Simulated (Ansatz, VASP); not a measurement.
## HgTe: VASP beside Ansatz

Contents of POSCAR:

```
HgTe
1.0
    0.0000000000      3.1586570750      3.1586570750
    3.1586570750      0.0000000000      3.1586570750
    3.1586570750      3.1586570750      0.0000000000
Hg Te
1 1
Direct
    0.0000000000      0.0000000000      0.0000000000
    0.5000000000      0.5000000000      0.5000000000
```

The input INCAR.step1:

```
  PREC = Accurate
  ENCUT = 520
  ISMEAR = -1
  SIGMA = 0.05
  LREAL = F
  LASPH = T
  NELM = 100
  NBANDS = 16
  GGA = PE
  ALGO = Normal
  EDIFF = 1E-4
  LWAVE = T
  LCHARG = F
```

INCAR.step2

```
  PREC = Accurate
  ENCUT = 520
  EDIFF = 1E-7
  ISMEAR = -1
  SIGMA = 0.05
  LREAL = F
  LASPH = T
  NELM = 100
  ALGO = Normal
  ISIF = 2
  LWAVE = F
  LCHARG = F
  METAGGA = R2SCAN
  LMIXTAU = T
  NBANDS = 16
  ISTART = 1
```

File KPOINTS:

```
Automatic mesh
0
Gamma
  7 7 7
```

Contents of input.yaml:

```yaml
crystal:
  lattice:
    - [0.0, 3.158657075, 3.158657075]
    - [3.158657075, 0.0, 3.158657075]
    - [3.158657075, 3.158657075, 0.0]
  atoms:
    - { symbol: Hg, position: [0.0, 0.0, 0.0] }
    - { symbol: Te, position: [0.5, 0.5, 0.5] }
hamiltonian:
  xc: r2scan
  pseudopotentials: { kind: paw }
kpoints:
  mp_grid: { grid: [7, 7, 7] }
scf:
  occupations: { method: fermi_dirac, width: 0.05 }
output:
  forces: true
  stress: true
  eigenvalues: true
  write_density: true
  write_potential: true
  elf: true
  volumetric_format: npy
```

Alike in both runs: task single point; functional r2SCAN; k mesh 7 × 7 × 7; occupations fermi-dirac, width 0.05 eV; no spin polarisation.

|  | VASP | Ansatz |
| --- | --- | --- |
| version | VASP 6.6.1 | Ansatz 0.2.0 |
| potentials or method | VASP PAW PBE potentials, release 64 (Hg, Te) | Ansatz PAW |
| plane-wave cutoff (eV) | 520 | 500 |
| valence electrons in the cell | 18 | 36 |

Ansatz gave:

- gap on the k mesh at the Fermi level (eV): none
- pressure (GPa): -4.4

Task: Which values does VASP return?

Result: gap on the k mesh at the Fermi level (eV): none; pressure (GPa): -4.3.

VASP's potentials were made for PBE, not for r2SCAN. A gap of «none» marks a metal or a gap that the smearing closes. VASP's potentials hold 18 valence electrons a cell and Ansatz's 36, so a difference there can come from the potentials and not from the codes.

Spin-orbit coupling is off throughout.
